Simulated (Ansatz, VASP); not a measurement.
# VN in VASP and in Ansatz

```
CELL_PARAMETERS angstrom
0.00000 1.99562 1.99562
1.99562 0.00000 1.99562
1.99562 1.99562 0.00000
ATOMIC_POSITIONS crystal
V 0.00000 0.00000 0.00000
N 0.50000 0.50000 0.50000
```

Change from the starting cell: volume scaled by 0.94, LAPW.

Alike in both runs: task single point; functional PBEsol; k mesh 17 × 17 × 17; occupations fermi-dirac, width 0.1 eV; no spin polarisation.

|  | VASP | Ansatz |
| --- | --- | --- |
| version | VASP 6.6.1 | Ansatz 0.2.0 |
| potentials or method | VASP PAW PBE potentials, release 64 (V_sv, N), cutoff 600 eV | all-electron LAPW, scalar-relativistic |

Ansatz gave:

| Item | Value |
| --- | --- |
| pressure (GPa) | 24.1 |

Task: Estimate VASP's values.

Result: Pressure (GPa): 24.9.

VASP's potentials were made for PBE, not for PBEsol. Ansatz ran all-electron here, and VASP with PAW potentials.
